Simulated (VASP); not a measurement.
The system is ScAl5N6.

```
Sc Al N
1.0
     2.92532    0.00000    0.00000
     0.00000    4.20107    0.00000
     0.00000    0.00000    8.79310
Sc Al N
1 5 6
Direct
  0.50000 0.50000 0.50000
  0.00000 0.00000 0.00000
  0.00000 0.00000 0.32649
  0.00000 0.00000 0.67351
  0.50000 0.50000 0.83807
  0.50000 0.50000 0.16193
  0.00000 0.50000 0.31784
  0.00000 0.50000 0.68216
  0.50000 0.00000 0.83595
  0.00000 0.50000 0.00000
  0.50000 0.00000 0.16405
  0.50000 0.00000 0.50000
```

Base run:

```yaml
Program: VASP 6.6.1
Functional: PBE
Potentials_or_basis: VASP PAW PBE potentials, release 64 (Sc_sv, Al, N)
Cutoff: 600 eV
k_mesh: 10 × 6 × 4
Occupations: gaussian, width 0.02 eV
Spin: no spin polarisation
```

Its results: band gap on the k mesh 1.88 eV; pressure 0.0 GPa; largest force 0.078 eV/Å.

**Question.** The run is repeated on the same cell with these changes: functional from PBE to revPBE. What comes out?

**Answer.** Band gap on the k mesh 1.91 eV; pressure 3.2 GPa; largest force 0.090 eV/Å.

revPBE binds less tightly than PBE, so the same cell stands under more pressure.

Caveats: the cell stands under pressure (at least some runs); the PAW data sets were made with another functional, which shifts forces and pressure a little (at least some runs).

A k mesh can miss the band edges.
